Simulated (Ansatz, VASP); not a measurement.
MnS: VASP beside Ansatz

```
CELL_PARAMETERS angstrom
3.95358 0.00000 0.00000
-1.97679 3.42390 0.00000
0.00000 0.00000 6.34253
ATOMIC_POSITIONS crystal
Mn 0.66667 0.33333 0.49884
Mn 0.33333 0.66667 0.99884
S 0.33333 0.66667 0.62615
S 0.66667 0.33333 0.12615
```

Alike in both runs: task single point; functional PBEsol; k mesh 8 × 8 × 4; occupations fermi-dirac, width 0.05 eV; collinear spin.

|  | VASP | Ansatz |
| --- | --- | --- |
| version | VASP 6.6.1 | Ansatz 0.2.0 |
| potentials or method | VASP PAW PBE potentials, release 64 (Mn_pv, S) | Ansatz PAW |
| plane-wave cutoff (eV) | 520 | 420 |
| valence electrons in the cell | 38 | 42 |

Ansatz gave:

* gap on the k mesh at the Fermi level (eV): 0.77
* least direct gap on the mesh (eV): 1.44
* pressure (GPa): -3.7
* traceless stress, the component that is largest in VASP (GPa): -1.25
* rms of the force components (eV/Å): 0.106
* net moment per atom (μB): 0.00
* size of the moment on the site where the two differ most (μB): 3.94

Question: Estimate VASP's values.

Answer: gap on the k mesh at the Fermi level (eV): 0.77; least direct gap on the mesh (eV): 1.44; pressure (GPa): -3.6; traceless stress, the component that is largest in VASP (GPa): -1.25; rms of the force components (eV/Å): 0.106; net moment per atom (μB): 0.00; size of the moment on the site where the two differ most (μB): 4.13.

VASP's potentials were made for PBE, not for PBEsol. Site moments also hang on the region over which each program counts them. Atom by atom the forces differ by 0.001 eV/Å (rms over components). VASP's potentials hold 38 valence electrons a cell and Ansatz's 42, so a difference there can come from the potentials and not from the codes.
